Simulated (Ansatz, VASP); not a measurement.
Two plane-wave programs on BaTiO3

INCAR

```
SYSTEM = BaTiO3
PREC     = Accurate       ! precision mode
ENCUT    = 600            ! plane-wave cutoff, eV
EDIFF    = 1E-7           ! SCF threshold, eV
ISMEAR   = -1             ! smearing method
SIGMA    = 0.05           ! smearing width, eV
LREAL    = .False.        ! projectors in reciprocal space
LASPH    = .True.         ! aspherical terms in the spheres
NELM     = 150            ! most SCF steps
ALGO     = Normal         ! electronic algorithm
ISIF     = 3              ! what is computed and relaxed
LWAVE    = .False.        ! write WAVECAR
LCHARG   = .False.        ! write CHGCAR
LMAXMIX  = 4              ! l up to which the mixer works
LDAU     = .True.         ! DFT+U
LDAUTYPE = 2            
LDAUL    = -1 2 -1        ! shell
LDAUU    = 0 8 0          ! U, eV
LDAUJ    = 0 0 0        
LDAUPRINT= 1            
GGA      = PE             ! functional
IBRION   = 2              ! ionic algorithm
NSW      = 60             ! ionic steps
EDIFFG   = -0.01          ! ionic threshold
```

File KPOINTS:

```
Automatic mesh
0
Gamma
  7 7 7
  0 0 0
```

The input POSCAR:

```
BaTiO3
1.0
    2.8273666084      1.6323808724      2.3183934932
   -2.8273666084      1.6323808724      2.3183934932
    0.0000000000     -3.2647617449      2.3183934932
Ba Ti O
1 1 3
Direct
    0.0000000000      0.0000000000      0.0000000000
    0.4845000000      0.4845000000      0.4845000000
    0.5086000000      0.0175000000      0.5086000000
    0.0175000000      0.5086000000      0.5086000000
    0.5086000000      0.5086000000      0.0175000000
```

File input.yaml:

```yaml
crystal:
  lattice:
    - [2.8273666084, 1.6323808724, 2.3183934932]
    - [-2.8273666084, 1.6323808724, 2.3183934932]
    - [0.0, -3.2647617449, 2.3183934932]
  atoms:
    - { symbol: Ba, position: [0.0, 0.0, 0.0] }
    - { symbol: Ti, position: [0.4845, 0.4845, 0.4845] }
    - { symbol: O, position: [0.5086, 0.0175, 0.5086] }
    - { symbol: O, position: [0.0175, 0.5086, 0.5086] }
    - { symbol: O, position: [0.5086, 0.5086, 0.0175] }
hamiltonian:
  xc: pbe
  pseudopotentials: { kind: paw }
  hubbard: { sites: [{ species: Ti, l: d, u_eff: 8.0 }] }
kpoints:
  mp_grid: { grid: [7, 7, 7] }
scf:
  occupations: { method: fermi_dirac, width: 0.05 }
output:
  forces: true
  stress: true
  eigenvalues: true
relax:
  f_tol: 0.01
  max_steps: 40
  cell: { stress_tol: 0.05 }
```

Alike in both runs: task relaxation of cell and atoms; functional PBE; k mesh 7 × 7 × 7; occupations fermi-dirac, width 0.05 eV; no spin polarisation; Hubbard terms Ti d U = 8.0 eV.

|  | VASP | Ansatz |
| --- | --- | --- |
| version | VASP 6.6.1 | Ansatz 0.2.0 |
| potentials or method | VASP PAW PBE potentials, release 64 (Ba_sv, Ti_sv, O) | Ansatz PAW |
| plane-wave cutoff (eV) | 600 | 420 |
| valence electrons in the cell | 40 | 40 |

|  | VASP | Ansatz | Ansatz less VASP |
| --- | --- | --- | --- |
| gap on the k mesh at the Fermi level, each at its own relaxed structure (eV) | 2.67 | 2.88 | +0.209 |
| relaxed volume (Å³/atom) | 13.59 | 13.21 | -0.380 |
| relaxed length of the cell vector where the two differ most in proportion (Å) | 4.080 | 4.042 | -0.0384 |

The programs project onto different local orbitals, so the same U acts differently, and such runs can settle in different states.

Spin-orbit coupling is off throughout. Noted on Ansatz's run: odd divisions of the mesh miss points on the zone boundary, where band edges often lie, so the gap on the mesh can be too wide; the plane-wave basis is chosen anew once the cell has moved, so the energies of steps on either side of that aren't comparable.
